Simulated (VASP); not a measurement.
V, 1 atom in the cell. Symmetry: Fm-3m, No. 225, cubic system. Conventional cell: a = 3.849 Å, b = 3.849 Å, c = 3.849 Å, α = 90.00°, β = 90.00°, γ = 90.00°. V (site symmetry m-3m) has 12 V at 2.72 Å within 3.6 Å. This isn't the form of V at room conditions, which is bcc.

* Program: VASP 6.6.1
* Task: single point
* Functional: RPBE
* Potentials or basis: VASP PAW PBE potentials, release 64 (V_sv)
* Cutoff: 500 eV
* k mesh: 14 × 14 × 14
* Occupations: fermi-dirac, width 0.1 eV
* Spin: no spin polarisation
* Dipole correction: no
* Further INCAR settings: ALGO = Normal; EDIFF = 1e-06; NBANDS = 12

Potentials or basis: VASP PAW PBE potentials, release 64 (V_sv).

The run is started by

```console
$ cat potpaw_PBE.64/V_sv/POTCAR > POTCAR
$ mpirun -np 1 vasp_std > vasp.out
```

Hardware: 1 thread of Intel(R) Xeon(R) Platinum 8259CL CPU @ 2.50GHz (Skylake/Cascade Lake), on a shared host.

Question: Estimate the wall time of this run.

Answer: It took 16 s on 1 thread of Intel(R) Xeon(R) Platinum 8259CL CPU @ 2.50GHz (Skylake/Cascade Lake) (shared host), peak memory 0.13 GiB. Counts: scf iterations 11, k points 104.
